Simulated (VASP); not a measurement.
# AsSe2 (I4/mmm) in VASP: a series of runs, part 2 of 2

VASP 6.6.1. Earlier steps stand in the parts before.

## 4. Relaxation of cell and atoms, PBE

This run uses another cell than the first one, of 25.20 Å³/atom.

The input, INCAR:

```
PREC = Accurate
ENCUT = 600
EDIFF = 1E-7
ISMEAR = 0
SIGMA = 0.1
LREAL = False
LASPH = True
NELM = 80
ALGO = Normal
ISIF = 3
LWAVE = False
LCHARG = False
GGA = PE
IBRION = 2
NSW = 90
EDIFFG = -0.04
```

The input, KPOINTS:

```
regular mesh
0
Gamma
  6 6 6
```

The input, POSCAR:

```
AsSe2
1.0
   -1.9638160900      1.9638160900      4.9007088600
    1.9638160900     -1.9638160900      4.9007088600
    1.9638160900      1.9638160900     -4.9007088600
As Se
1 2
Direct
    0.0000000000      0.0000000000      0.0000000000
    0.3260000100      0.3260000100      0.0000000000
    0.6739999900      0.6739999900      0.0000000000
```

Command:

```
$ cat potpaw_PBE.64/As/POTCAR potpaw_PBE.64/Se/POTCAR > POTCAR
$ mpirun -np 1 vasp_std > vasp.out
```

Wall time 3.3 min (1 thread of Intel Xeon 6975P-C (Granite Rapids), shared host); peak memory 0.36 GiB.

Results (log left out):

| Property | Result |
| --- | --- |
| Free energy | -10.4549 eV |
| Relaxed volume | 20.84 Å³/atom |
| Relaxed cell | a = 5.816 Å, b = 5.816 Å, c = 5.816 Å, α = 145.59°, β = 145.59°, γ = 49.46° |
| Space group after relaxing (to 0.1 Å) | I4/mmm (No. 139) |
| Energy gained by relaxing | 312.2 meV/atom |
| Ionic steps | 10 |
| Pressure after relaxing | 0.1 GPa |
| Largest force after relaxing | 0.009 eV/Å |
| Band gap on the k mesh | zero (an odd number of electrons rules out a gap without spin polarisation) |

Forces on the atoms (eV/Å):
```
As   0.000  0.000  0.000
Se   0.000  0.000  0.009
Se   0.000  0.000 -0.009
```

Stress tensor (GPa, compression positive):
```
 0.10  0.00  0.00
 0.00  0.10  0.00
 0.00  0.00 -0.01
```

The path:
| step | energy change (eV) | largest force (eV/Å) | pressure (GPa) | volume (Å³) |
| --- | --- | --- | --- | --- |
| 1 | 0.0000 | 0.3457 | -9.58 | 75.60 |
| 2 | -0.5472 | 0.6516 | 1.09 | 60.28 |
| 3 | -0.5484 | 0.6411 | 0.42 | 60.81 |
| 4 | -0.6476 | 0.7558 | 0.51 | 60.06 |
| 5 | -0.8382 | 0.3505 | 3.95 | 57.59 |
| 6 | -0.8974 | 0.3033 | 1.13 | 60.10 |
| 7 | -0.9201 | 0.2553 | -1.59 | 63.17 |
| 8 | -0.9344 | 0.0814 | -0.80 | 63.22 |
| 9 | -0.9350 | 0.0443 | -0.58 | 63.23 |
| 10 | -0.9365 | 0.0087 | 0.06 | 62.53 |

Final structure:
```yaml
crystal:
  lattice:
    - [-1.72021, 1.72021, 5.28248]
    - [1.72021, -1.72021, 5.28248]
    - [1.72021, 1.72021, -5.28248]
  atoms:
    - { symbol: As, position: [0.00000, 0.00000, 0.00000] }
    - { symbol: Se, position: [0.35397, 0.35397, 0.00000] }
    - { symbol: Se, position: [0.64603, 0.64603, 0.00000] }
```

Levels at points of the mesh, in eV from the Fermi level:
```
           k point  band 4  band 5  band 6  band 7  band 8  band 9  band 10  band 11  band 12
(0.00, 0.00, 0.00)   -3.53   -2.25   -2.25   -1.92   -1.16   -1.16     3.26     3.98     3.98
(0.50, 0.00, 0.00)   -6.18   -4.00   -2.79   -0.58    0.15    0.42     0.77     1.36     3.11
(0.50, 0.50, 0.00)   -6.47   -5.81   -4.37   -3.15   -2.35   -1.95     0.01     0.53     2.82
(0.50, 0.50, 0.50)   -2.89   -2.89   -2.78   -0.72    0.37    0.37     0.59     2.79     2.79
```

Caveat: the volume moved by over 15 % at a fixed basis, so the end points are rough.

## 5. Single point, PBE

This run uses another cell than the first one, of 20.99 Å³/atom.

The input, INCAR:

```
PREC = Accurate
ENCUT = 520
EDIFF = 1E-6
ISMEAR = 0
SIGMA = 0.1
LREAL = False
LASPH = True
NELM = 100
ALGO = Normal
ISIF = 2
LWAVE = False
LCHARG = True
GGA = PE
LELF = True
LVHAR = True
NBANDS = 16
```

The input, KPOINTS:

```
Automatic mesh
0
Gamma
  18 18 18
```

The input, POSCAR:

```
AsSe2
1.0
   -1.7399601795      1.7399601795      5.2007342176
    1.7399601795     -1.7399601795      5.2007342176
    1.7399601795      1.7399601795     -5.2007342176
As Se
1 2
Direct
    0.0000000000      0.0000000000      0.0000000000
    0.3557723745      0.3557723745      0.0000000000
    0.6442276255      0.6442276255      0.0000000000
```

Potentials or basis: VASP PAW PBE potentials, release 64 (As, Se).

Command:

```
$ cat potpaw_PBE.64/As/POTCAR potpaw_PBE.64/Se/POTCAR > POTCAR
$ mpirun -np 1 vasp_std > vasp.out
```

OUTCAR:

```text
PREC = Accurate
   ENCUT = 520
   EDIFF = 1E-6
   ISMEAR = 0
   LREAL = False
   LASPH = True
   NELM = 100
   ISIF = 2
   GGA = PE

 ion  position               nearest neighbor table
   1  0.000  0.000  0.000-
   2  0.356  0.356  0.000-
   3  0.644  0.644  0.000-

  LATTYP: Found a body centered tetragonal cell.
 ALAT       =     3.4799203590
 C/A-ratio  =     2.9889961155

  Lattice vectors:

 A1 = (  -1.7399601795,   1.7399601795,   5.2007342176)
 A2 = (   1.7399601795,  -1.7399601795,   5.2007342176)
 A3 = (   1.7399601795,   1.7399601795,  -5.2007342176)

Analysis of symmetry for initial positions (statically):
=====================================================================
 Subroutine PRICEL returns:
 Original cell was already a primitive cell.

 Routine SETGRP: Setting up the symmetry group for a
 body centered tetragonal supercell.

 Subroutine GETGRP returns: Found 16 space group operations
 (whereof 16 operations were pure point group operations)
 out of a pool of 16 trial point group operations.

The static configuration has the point symmetry D_4h.

Analysis of symmetry for dynamics (positions and initial velocities):
=====================================================================
 Subroutine PRICEL returns:
 Original cell was already a primitive cell.

 Routine SETGRP: Setting up the symmetry group for a
 body centered tetragonal supercell.

 Subroutine GETGRP returns: Found 16 space group operations
 (whereof 16 operations were pure point group operations)
 out of a pool of 16 trial point group operations.

The dynamic configuration has the point symmetry D_4h.

 Subroutine INISYM returns: Found 16 space group operations
 (whereof 16 operations are pure point group operations),
 and found     1 'primitive' translations

----------------------------------------------------------------------------------------

                                     Primitive cell

  volume of cell :      62.9801

  direct lattice vectors                    reciprocal lattice vectors
    -1.739960179  1.739960179  5.200734218     0.000000000  0.287362898  0.096140272
     1.739960179 -1.739960179  5.200734218     0.287362898  0.000000000  0.096140272
     1.739960179  1.739960179 -5.200734218     0.287362898  0.287362898  0.000000000

  length of vectors
     5.753482359  5.753482359  5.753482359     0.303018790  0.303018790  0.406392508

  position of ions in fractional coordinates (direct lattice)
     0.000000000  0.000000000  0.000000000
     0.355772374  0.355772374  0.000000000
     0.644227626  0.644227626  0.000000000

  ion indices of the primitive-cell ions
   primitive index   ion index
                 1           1
                 2           2
                 3           3

----------------------------------------------------------------------------------------

 KPOINTS: Automatic mesh

Automatic generation of k-mesh.
 Grid dimensions read from file:
 generate k-points for:   18   18   18

 Generating k-lattice:

  Cartesian coordinates                     Fractional coordinates (reciprocal lattice)
     0.000000000  0.015964605  0.005341126     0.055555556  0.000000000 -0.000000000
     0.015964605  0.000000000  0.005341126     0.000000000  0.055555556 -0.000000000
     0.015964605  0.015964605  0.000000000     0.000000000  0.000000000  0.055555556

  Length of vectors
     0.016834377  0.016834377  0.022577362

  Shift w.r.t. Gamma in fractional coordinates (k-lattice)
     0.000000000  0.000000000  0.000000000

 Subroutine IBZKPT returns following result:
 ===========================================

 Found    480 irreducible k-points:

 Following reciprocal coordinates:
            Coordinates               Weight
  0.000000  0.000000  0.000000      1.000000
  0.055556 -0.000000  0.000000      8.000000
  0.111111 -0.000000  0.000000      8.000000
  0.166667  0.000000  0.000000      8.000000
  0.222222 -0.000000  0.000000      8.000000
  0.277778 -0.000000  0.000000      8.000000
[... 16 lines left out ...]
 -0.277778  0.055556 -0.000000     16.000000
 -0.222222  0.055556 -0.000000     16.000000
 [... further k-points ...]
   k-points           NKPTS =    480   k-points in BZ     NKDIM =    480   number of bands    NBANDS=     16
   number of dos      NEDOS =    301   number of ions     NIONS =      3
   total plane-waves  NPLWV = 110592
   dimension x,y,z NGX =    48 NGY =   48 NGZ =   48
   dimension x,y,z NGXF=    96 NGYF=   96 NGZF=   96
   ions per type =               1   2
   NGX,Y,Z   is equivalent  to a cutoff of  13.87, 13.87, 13.87 a.u.
   NGXF,Y,Z  is equivalent  to a cutoff of  27.74, 27.74, 27.74 a.u.
 SYSTEM =  unknown system
   PREC   = accura    normal or accurate (medium, high low for compatibility)
   ISTART =      0    job   : 0-new  1-cont  2-samecut
   ICHARG =      2    charge: 1-file 2-atom 10-const
   ISPIN  =      1    spin polarized calculation?
   LNONCOLLINEAR =      F non collinear calculations
   LSORBIT =      F    spin-orbit coupling
   LASPH  =      T    aspherical Exc in radial PAW
   ENCUT  =  520.0 eV  38.22 Ry    6.18 a.u.  10.70 10.70 10.70*2*pi/ulx,y,z
   NELM   =    100;   NELMIN=  2; NELMDL= -5     # of ELM steps
   EDIFF  = 0.1E-05   stopping-criterion for ELM
   LREAL  =      F    real-space projection
   EDIFFG = 0.1E-04   stopping-criterion for IOM
   NSW    =      0    number of steps for IOM
   IBRION =     -1    ionic relax: 0-MD 1-quasi-New 2-CG
   NFREE  =      0    steps in history (QN), initial steepest desc. (CG)
   ISIF   =      2    stress and relaxation
   ISYM   =      2    0-nonsym 1-usesym 2-fastsym
   POTIM  = 0.5000    time-step for ionic-motion
   TEBEG  =    0.0;   TEEND  =   0.0 temperature during run
   PSTRESS=    0.0 pullay stress
   NELECT =      17.0000    total number of electrons
   NUPDOWN=      -1.0000    fix difference up-down
   EMIN   =  10.00;   EMAX   =-10.00  energy-range for DOS
   EFERMI =   0.00;   METHOD = LEGACY
   ISMEAR =     0;   SIGMA  =   0.10  broadening in eV -4-tet -1-fermi 0-gaus
   EFERMI_NEDOS =   21; number of points for ismear=-14 and -15
   IALGO  =     38    algorithm
   IMIX   =      4    mixing-type and parameters
     AMIX     =   0.40;   BMIX     =  1.00
     AMIX_MAG =   1.60;   BMIX_MAG =  1.00
  volume/ion in A,a.u.               =      20.99       141.67
  Fermi-wavevector in a.u.,A,eV,Ry     =   1.058011  1.999350 15.230179  1.119387
  Thomas-Fermi vector in A             =   2.193304
   LORBIT       =      0    0 simple, 1 ext, 2 COOP (PROOUT), +10 PAW based schemes
   GGA     = PE    functional components
   LHFCALC =     F    Hartree Fock is set to
   AEXX    =    0.0000 exact exchange contribution
   IVDW    =     0    specifies the selected vdW correction
   LEPSILON=     F    determine dielectric tensor
   LRPA    =     F    only Hartree local field effects (RPA)
 non-spin polarized calculation
 Gauss-broadening in eV      SIGMA  =   0.10
  energy-cutoff  :      520.00
  volume of cell :       62.98
 maximum number of plane-waves:      1736
 NGX is ok and might be reduce to    48
   NGX = 21   NGY = 21   NGZ = 21

 number of electron      17.0000000 magnetization

 Free energy of the ion-electron system (eV)
  ---------------------------------------------------
  ext. energy  EPLUGINS =         0.00000000
  ---------------------------------------------------
  free energy    TOTEN  =       -10.45992981 eV

  energy without entropy =      -10.45061090  energy(sigma->0) =      -10.45527035

 E-fermi :   5.1871     XC(G=0): -10.3445

 val. band max:        5.1854786334   @ k =   0.5000   0.2222   0.1111
 cond. band min:       5.1878077984   @ k =  -0.2222   0.2222   0.2222
 fundamental gap:      0.0023291651
 Fermi energy:         5.1870654674

 k-point     1 :       0.0000    0.0000    0.0000
  band No.  band energies     occupation
      1     -10.3578      2.00000
      2      -7.1443      2.00000
      3      -4.5425      2.00000
      4       1.4623      2.00000
      5       2.8218      2.00000
      6       2.8218      2.00000
[... 8 lines left out ...]
     15      15.2743      0.00000
     16      15.7378      0.00000
[... 419 lines left out ...]
 k-point    24 :      -0.2222    0.0556   -0.0000
  band No.  band energies     occupation
      1      -9.8068      2.00000
      2      -7.0546      2.00000
      3      -4.7368      2.00000
      4      -0.2097      2.00000
      5       1.0969      2.00000
      6       2.7841      2.00000
[... 8 lines left out ...]
     15      14.5149      0.00000
     16      15.3055      0.00000

 [... further k-points ...]

------------------------ aborting loop because EDIFF is reached ----------------------------------------

  FORCE on cell =-STRESS in cart. coord.  units (eV):
  Direction    XX          YY          ZZ          XY          YZ          ZX
  --------------------------------------------------------------------------------------
  -------------------------------------------------------------------------------------
  Total        0.0222411      0.0222411      0.0149335      0.0000000     -0.0000000      0.0000000
  in kB        0.5657996      0.5657996      0.3798994      0.0000000     -0.0000000      0.0000000
  external PRESSURE =       0.5038329 kB  Pullay stress =       0.0000000 kB

 VOLUME and BASIS-vectors are now :
 -----------------------------------------------------------------------------
  energy-cutoff  :      520.00
  volume of cell :       62.98
      direct lattice vectors                 reciprocal lattice vectors
    -1.739960179  1.739960179  5.200734218     0.000000000  0.287362898  0.096140272
     1.739960179 -1.739960179  5.200734218     0.287362898  0.000000000  0.096140272
     1.739960179  1.739960179 -5.200734218     0.287362898  0.287362898  0.000000000

 POSITION                                       TOTAL-FORCE (eV/Angst)
 -----------------------------------------------------------------------------------
      0.00000      0.00000      0.00000        -0.000000     -0.000000     -0.000000
      0.00000      0.00000      3.70056        -0.000000     -0.000000     -0.004127
      0.00000      0.00000      6.70091         0.000000      0.000000      0.004127
 -----------------------------------------------------------------------------------
    total drift:                               -0.000000     -0.000000      0.000000

  FREE ENERGIE OF THE ION-ELECTRON SYSTEM (eV)
  ---------------------------------------------------
  free  energy   TOTEN  =       -10.4599298055 eV

  energy  without entropy=      -10.4506108994  energy(sigma->0) =      -10.45527035
```

OSZICAR:

```text
N       E                     dE             d eps       ncg     rms          rms(c)
DAV:   1     0.618978933378E+02    0.61898E+02   -0.68276E+03 15360   0.889E+02
DAV:   2    -0.708664910107E+01   -0.68985E+02   -0.64640E+02 20856   0.147E+02
DAV:   3    -0.105564286313E+02   -0.34698E+01   -0.34410E+01 19176   0.340E+01
DAV:   4    -0.105747270529E+02   -0.18298E-01   -0.18293E-01 20304   0.288E+00
DAV:   5    -0.105748098479E+02   -0.82795E-04   -0.82794E-04 19512   0.195E-01    0.459E+00
DAV:   6    -0.104605179360E+02    0.11429E+00   -0.24313E-01 17440   0.263E+00    0.278E+00
DAV:   7    -0.104590244099E+02    0.14935E-02   -0.42913E-02 17576   0.118E+00    0.151E+00
DAV:   8    -0.104599685285E+02   -0.94412E-03   -0.73786E-03 21272   0.508E-01    0.101E-01
DAV:   9    -0.104599158710E+02    0.52658E-04   -0.48105E-04 17928   0.141E-01    0.531E-02
DAV:  10    -0.104599296998E+02   -0.13829E-04   -0.11508E-04 20144   0.659E-02    0.118E-02
DAV:  11    -0.104599298055E+02   -0.10566E-06   -0.87740E-06 19384   0.194E-02
   1 F= -.10459930E+02 E0= -.10455270E+02  d E =-.931891E-02
```

It took 6.6 min on 1 thread of Intel Xeon 6975P-C (Granite Rapids), shared host; peak memory 0.68 GiB.

What came out:

* Free energy: -10.4599 eV
* Pressure: 0.1 GPa
* Largest force: 0.004 eV/Å
* Band gap on the k mesh: zero (an odd number of electrons rules out a gap without spin polarisation)

Forces on the atoms (eV/Å):
```
As   0.000  0.000  0.000
Se   0.000  0.000 -0.004
Se   0.000  0.000  0.004
```

## 6. Summary

```csv
task,cell,k mesh,cutoff (eV),gap on the mesh (eV),pressure (GPa),largest force (eV/Å)
single point,"a = 5.647 Å, angles 143.7, 143.7, 52.2°, 3 atoms, atomic positions A",6 × 6 × 6,520,none,0.0,-
single point,"a = 5.633 Å, angles 139.2, 139.2, 59.1°, 3 atoms, atomic positions B",6 × 6 × 6,520,none,-9.6,0.35
relaxation of cell and atoms,"relaxed from a = 5.633 Å, angles 139.2, 139.2, 59.1°, 3 atoms, atomic positions B",6 × 6 × 6,600,none,0.1,0.01
single point,"a = 5.753 Å, angles 144.8, 144.8, 50.6°, 3 atoms, atomic positions A",18 × 18 × 18,520,none,0.1,-
```

Alike in all rows: level PBE; potentials or basis VASP PAW PBE potentials, release 64 (As, Se); no spin polarisation; smearing gaussian 0.1 eV.

Caveats: the cell stands under tension (at least some runs); the volume moved by over 15 % at a fixed basis, so the end points are rough (at least some runs).

Total energies depend on the potentials used, so only differences within one code and one set of settings carry meaning.
